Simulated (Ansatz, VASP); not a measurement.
**Two plane-wave programs on ZnGeP2**

The input INCAR:

```
SYSTEM = ZnGeP2
PREC     = Accurate       ! precision mode
ENCUT    = 500            ! plane-wave cutoff, eV
EDIFF    = 1E-6           ! SCF threshold, eV
ISMEAR   = -1             ! smearing method
SIGMA    = 0.02           ! smearing width, eV
LREAL    = .FALSE.        ! projectors in reciprocal space
LASPH    = .TRUE.         ! aspherical terms in the spheres
NELM     = 120            ! most SCF steps
ALGO     = Normal         ! electronic algorithm
ISIF     = 2              ! what is computed and relaxed
LWAVE    = .FALSE.        ! write WAVECAR
LCHARG   = .TRUE.         ! write CHGCAR
GGA      = PE             ! functional
LELF     = .TRUE.         ! ELF
LVHAR    = .TRUE.       
NBANDS   = 46             ! bands
GGA_COMPAT= .FALSE.
```

The input KPOINTS:

```
regular mesh
0
G
  6 6 6
  0 0 0
```

File POSCAR:

```
ZnGeP2
1.0
   -2.7233405848      2.7233405848      5.3655858440
    2.7233405848     -2.7233405848      5.3655858440
    2.7233405848      2.7233405848     -5.3655858440
Zn Ge P
2 2 4
Direct
    0.7500000000      0.2500000000      0.5000000000
    0.0000000000      0.0000000000      0.0000000000
    0.2500000000      0.7500000000      0.5000000000
    0.5000000000      0.5000000000      0.0000000000
    0.1292100357      0.6250000000      0.0042100357
    0.8750000000      0.8707899643      0.4957899643
    0.3750000000      0.3792100357      0.5042100357
    0.6207899643      0.1250000000      0.9957899643
```

Input for Ansatz:

```yaml
crystal:
  lattice:
    - [-2.7233405848, 2.7233405848, 5.365585844]
    - [2.7233405848, -2.7233405848, 5.365585844]
    - [2.7233405848, 2.7233405848, -5.365585844]
  atoms:
    - { symbol: Zn, position: [0.75, 0.25, 0.5] }
    - { symbol: Zn, position: [0.0, 0.0, 0.0] }
    - { symbol: Ge, position: [0.25, 0.75, 0.5] }
    - { symbol: Ge, position: [0.5, 0.5, 0.0] }
    - { symbol: P, position: [0.1292100357, 0.625, 0.0042100357] }
    - { symbol: P, position: [0.875, 0.8707899643, 0.4957899643] }
    - { symbol: P, position: [0.375, 0.3792100357, 0.5042100357] }
    - { symbol: P, position: [0.6207899643, 0.125, 0.9957899643] }
kpoints:
  mp_grid: { grid: [6, 6, 6] }
  band_path:
    path:
      - [0.0, 0.0, 0.0]
      - [0.0, 0.0, 0.5]
      - [0.25, 0.25, 0.25]
      - [0.0, 0.5, 0.0]
      - [0.5, 0.5, -0.5]
      - [0.3144035238, 0.6855964762, -0.3144035238]
      - [-0.3144035238, 0.3144035238, 0.3144035238]
      - [-0.1288070476, 0.1288070476, 0.5]
      - [0.5, 0.5, -0.1288070476]
      - [0.432292, -0.4375, 0.4375]
    npoints: 1
hamiltonian:
  xc: pbe
scf:
  occupations: { method: fermi_dirac, width: 0.02 }
  n_extra_bands: 6
output:
  forces: true
  stress: true
  eigenvalues: true
```

Alike in both runs: task single point; functional PBE; k mesh 6 × 6 × 6; occupations fermi-dirac, width 0.02 eV; no spin polarisation.

|  | VASP | Ansatz |
| --- | --- | --- |
| version | VASP 6.6.1 | Ansatz 0.2.0 |
| potentials or method | VASP PAW PBE potentials, release 64 (Zn, Ge_d, P) | plane waves, PAW |
| plane-wave cutoff (eV) | 500 | 420 |
| valence electrons in the cell | 72 | 72 |

```csv
,VASP,Ansatz,Ansatz less VASP
gap on the k mesh at the Fermi level (eV),1.25,1.24,-0.007
pressure (GPa),2.4,2.4,+0.03
rms of the force components (eV/Å),0.028,0.041,+0.0129
```

Atom by atom the forces differ by 0.013 eV/Å (rms over components).
